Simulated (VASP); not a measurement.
Runs of VASP 6.6.1 on CoSi (rocksalt type). The structure is that of space group Fm-3m (No. 225), or close to it. The cells are those of the table. 

| task | cell | k mesh for the DOS | occupations for the DOS | gap on the mesh (eV) | pressure (GPa) |
| --- | --- | --- | --- | --- | --- |
| single point | a = 2.842 Å, angles 60.0°, 2 atoms | - | - | none | (a) |
| single point | a = 3.161 Å, angles 60.0°, 2 atoms | - | - | none | 27.2 |
| single point | a = 3.062 Å, angles 60.0°, 2 atoms | - | - | none | 58.4 |
| single point | a = 3.231 Å, angles 60.0°, 2 atoms | - | - | none | 11.3 |

Alike in all rows: level PBE; potentials or basis VASP PAW PBE potentials, release 64 (Co, Si); no spin polarisation; k mesh 16 × 16 × 16; cutoff (eV) 520; smearing fermi-dirac 0.1 eV.

**Question.** Fill in the values left out.

**Answer.** (a) 188.2.

A gap of «none» marks levels without a gap at the run's occupations.
